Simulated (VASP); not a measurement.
Input of a VASP 6.6.1 run:

The input INCAR:

```
SYSTEM = CuO
PREC = Accurate ; ENCUT = 820
EDIFF = 1E-6 ; ISMEAR = -1
SIGMA = 0.03 ; LREAL = .False.
LASPH = .True. ; NELM = 200
ALGO = Normal ; ISIF = 2
LWAVE = .False. ; LCHARG = .False.
ISPIN = 2 ; MAGMOM = 1.5 1.5 0 0
LORBIT = 11 ; LMAXMIX = 4
GGA = PE ; NBANDS = 37
GGA_COMPAT = .False.
```

Contents of KPOINTS:

```
regular mesh
0
Gamma
  7 7 4
  0 0 0
```

File POSCAR:

```
CuO
1.0
    2.3366000000     -1.7385000000      0.0000000000
    2.3366000000      1.7385000000      0.0000000000
   -0.7621600000      0.0000000000      5.0619400000
Cu O
2 2
Direct
    0.0000000000      0.5000000000      0.0000000000
    0.5000000000      0.0000000000      0.5000000000
    0.5483000000      0.4517000000      0.2500000000
    0.4517000000      0.5483000000      0.7500000000
```

Potentials or basis: VASP PAW PBE potentials, release 64 (Cu_sv_GW, O).

Run with:

```bash
$ cat potpaw_PBE.64/Cu_sv_GW/POTCAR potpaw_PBE.64/O/POTCAR > POTCAR
$ mpirun -np 1 vasp_std > vasp.out
```

Q: Estimate the band gap on the k mesh.

A: Zero (filled and empty bands overlap).

Q: Predict the largest force.

A: 0.172 eV/Å.

Q: Estimate the net moment.

A: 0.00 μB per cell.

Forces on the atoms (eV/Å):
```
Cu   0.000  0.000  0.000
Cu   0.000  0.000  0.000
O    0.000 -0.172  0.000
O    0.000  0.172  0.000
```

Caveat: semilocal functionals often make such compounds metallic where correlation or magnetic order opens a gap, which also shifts bond lengths. With open d or f shells a metallic result of PBE can be an artefact of self-interaction; +U or a hybrid may open a gap.
